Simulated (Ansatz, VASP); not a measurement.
**KRu2: VASP beside Ansatz**

File INCAR:

```
SYSTEM = KRu2
PREC = Accurate
ENCUT = 600
EDIFF = 1E-7
ISMEAR = 0
SIGMA = 0.1
LREAL = .FALSE.
LASPH = .TRUE.
NELM = 120
ALGO = Normal
ISIF = 3
LWAVE = .FALSE.
LCHARG = .FALSE.
GGA = PE
IBRION = 2
NSW = 90
EDIFFG = -0.04
GGA_COMPAT = .FALSE.
NELMIN = 4
```

KPOINTS

```
Automatic mesh
0
G
  6 6 2
  0 0 0
```

The input POSCAR:

```
KRu2
1.0
    3.7008016800      0.0000000000      0.0000000000
   -1.8504008400      3.2049882700      0.0000000000
    0.0000000000      0.0000000000      8.0576792700
K Ru
1 2
Direct
    0.0000000000      0.0000000000      0.0000000000
    0.6666666700      0.3333333300      0.6263044100
    0.3333333300      0.6666666700      0.3736955900
```

Input for Ansatz:

```yaml
crystal:
  lattice:
    - [3.70080168, 0.0, 0.0]
    - [-1.85040084, 3.20498827, 0.0]
    - [0.0, 0.0, 8.05767927]
  atoms:
    - { symbol: K, position: [0.0, 0.0, 0.0] }
    - { symbol: Ru, position: [0.66666667, 0.33333333, 0.62630441] }
    - { symbol: Ru, position: [0.33333333, 0.66666667, 0.37369559] }
basis:
  ecutwfc: 420
kpoints:
  mp_grid: { grid: [6, 6, 2] }
hamiltonian:
  xc: pbe
scf:
  occupations: { method: gaussian, width: 0.1 }
  lower_state_search: "off"
output:
  forces: true
  stress: true
  eigenvalues: true
relax:
  adjacent_minimum: "off"
  f_tol: 0.04
  max_steps: 70
  cell: { stress_tol: 0.4 }
```

Alike in both runs: task relaxation of cell and atoms; functional PBE; k mesh 6 × 6 × 2; occupations gaussian, width 0.1 eV; no spin polarisation.

|  | VASP | Ansatz |
| --- | --- | --- |
| version | VASP 6.6.1 | Ansatz 0.2.0 |
| potentials or method | VASP PAW PBE potentials, release 64 (K_sv, Ru_sv), cutoff 600 eV | scalar-relativistic, plane waves, PAW |
| valence electrons in the cell | 41 | 41 |

Ansatz gave:

* gap on the k mesh at the Fermi level, each at its own relaxed structure (eV): none
* relaxed volume (Å³/atom): 26.05
* relaxed length of the cell vector where the two differ most in proportion (Å): 3.766

Problem. Estimate VASP's values.

Solution. gap on the k mesh at the Fermi level, each at its own relaxed structure (eV): none; relaxed volume (Å³/atom): 18.40; relaxed length of the cell vector where the two differ most in proportion (Å): 2.845.

A gap of «none» marks a metal or a gap that the smearing closes. One of these differences is far larger than is usual between the two programs; its cause wasn't traced.

The k mesh is coarse, so the values compare programs but aren't converged. Noted on VASP's run: the volume moved by over 15 % at a fixed basis, so the end points are rough.
